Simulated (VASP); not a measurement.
# Zn6CO6F2: single point with PBE

System: Zn6CO6F2, a slab with vacuum.

```xyz
15
Lattice="5.8041 0.0000 0.0000 -2.9021 5.4880 0.0000 0.0000 0.0000 17.5871" Properties=species:S:1:pos:R:3 pbc="T T T"
Zn    1.9347    0.0000    1.0000
Zn    0.5109    2.6022    0.7890
Zn    5.0608    0.1703    1.7924
Zn    3.3392    2.6679    1.6652
Zn    0.4780    0.1570    4.7127
Zn    0.7160    3.0416    3.5964
O    -1.0439    3.6221    0.9461
O     0.3863    0.8214    0.2750
O     1.7246    3.6693    2.0140
O     3.2941    0.8447    1.9439
O    -0.5382    5.0151    5.3174
O     0.3471    1.1928    3.2159
C     0.0550    3.9585    5.2131
F    -3.2622    4.4186    5.7017
F     0.2504    3.2658    6.3682
```

| Quantity | Value |
| --- | --- |
| Program | VASP 6.6.1 |
| Task | single point |
| Functional | PBE |
| Potentials or basis | VASP PAW PBE potentials, release 64 (Zn, O, C, F) |
| Cutoff | 520 eV |
| k mesh | 2 × 2 × 1 |
| Occupations | gaussian, width 0.02 eV |
| Spin | no spin polarisation |

```json
{"Largest force": "0.538 eV/Å", "Band gap on the k mesh": "1.63 eV"}
```

Forces in eV/Å, atoms in the order of the input:
```
Zn  -0.057  0.100 -0.046
Zn   0.104 -0.014  0.008
Zn   0.069 -0.081 -0.056
Zn  -0.003  0.071 -0.003
Zn   0.152  0.100 -0.136
Zn   0.071  0.126  0.069
O   -0.161  0.030 -0.032
O   -0.009 -0.097 -0.088
O    0.130  0.076 -0.004
O   -0.014  0.039  0.065
O   -0.167  0.506  0.079
O   -0.010 -0.131  0.019
C    0.136 -0.134 -0.261
F   -0.201 -0.297  0.097
F   -0.041 -0.293  0.288
```

Levels at points of the mesh, in eV from the valence-band top:
```
           k point  band 59  band 60  band 61  band 62  band 63  band 64  band 65  band 66  band 67  band 68
(0.00, 0.00, 0.00)    -1.17    -0.95    -0.54    -0.38     0.00     1.63     3.35     3.79     4.55     5.28
(0.50, 0.00, 0.00)    -0.89    -0.66    -0.60    -0.52    -0.38     3.23     3.48     3.82     4.43     4.79
(0.50, 0.50, 0.00)    -1.00    -0.94    -0.73    -0.52    -0.49     3.06     3.36     3.93     4.09     4.99
(0.00, 0.50, 0.00)    -1.12    -0.97    -0.77    -0.54    -0.40     3.08     3.27     3.79     4.31     4.82
```

Run time: 3.9 min on 1 thread of Intel(R) Xeon(R) 6975P-C (Granite Rapids) (shared host), peak memory 0.72 GiB.

Caveat: the k points lie up to 0.61 Å⁻¹ apart.
